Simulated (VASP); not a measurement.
TiAl3: single point with r2SCAN+D3(BJ)

TiAl3, a slab with vacuum:

```
Ti Al
1.0
     5.59416    0.00000    0.00000
     0.00000    7.91134    0.00000
     0.00000    0.00000   15.19562
Ti Al
4 12
Cartesian
  0.0000 0.0000 1.0000
  2.7680 -0.1790 3.3986
  0.0000 3.9557 1.0000
  2.7985 3.8494 3.9026
  2.7971 0.0000 1.0000
  1.3661 1.9881 2.0460
  4.1315 1.9904 2.1561
  -0.0917 -0.0652 3.6180
  4.0829 1.5852 4.9210
  1.3357 1.6081 4.7963
  2.7971 3.9557 1.0000
  1.4612 5.8857 2.2625
  4.3723 5.7235 2.4900
  -0.0495 3.7074 4.3472
  4.2723 5.8409 5.2520
  1.4022 6.0637 4.9833
```

```yaml
Program: VASP 6.6.1
Task: single point
Functional: r2SCAN
Dispersion: D3(BJ)
Potentials_or_basis: VASP PAW PBE potentials, release 64 (Ti_sv, Al)
Cutoff: 520 eV
k_mesh: 3 × 2 × 1
Occupations: fermi-dirac, width 0.1 eV
Spin: no spin polarisation
```

```json
{
 "Largest force": "2.472 eV/Å",
 "Band gap on the k mesh": "zero (filled and empty bands touch)",
 "Dispersion energy per atom": "-0.106 eV"
}
```

Forces in eV/Å, atoms in the order of the input:
```
Ti  -0.230 -0.818 -0.120
Ti   0.331  0.916  2.205
Ti   0.055  0.001  0.501
Ti  -0.312 -0.081 -0.591
Al   0.091 -0.429 -2.433
Al   0.112 -0.068  0.818
Al   0.396 -0.048  0.434
Al   0.224 -0.656  0.102
Al  -0.241  0.528  0.427
Al   0.697  0.471  0.824
Al   0.176  0.323 -0.488
Al  -0.387 -0.822 -0.521
Al  -0.673  0.188 -0.504
Al   0.218  0.625 -0.754
Al  -0.379  0.409 -0.353
Al  -0.076 -0.539  0.455
```

Levels at points of the mesh, in eV from the Fermi level:
```tsv
k point	band 38	band 39	band 40	band 41	band 42	band 43	band 44	band 45	band 46	band 47
(0.00, 0.00, 0.00)	-1.13	-0.65	-0.52	-0.42	-0.16	0.18	0.36	0.41	0.77	0.78
(0.00, 0.50, 0.00)	-0.77	-0.65	-0.57	-0.52	-0.23	0.12	0.31	0.50	0.57	0.61
```

Wall time 23 min on 1 thread of Intel(R) Xeon(R) Platinum 8488C (Sapphire Rapids), on a shared host, peak memory 0.74 GiB.

Caveat: the k points lie up to 0.40 Å⁻¹ apart; the PAW data sets were made with another functional, which shifts forces and pressure a little.
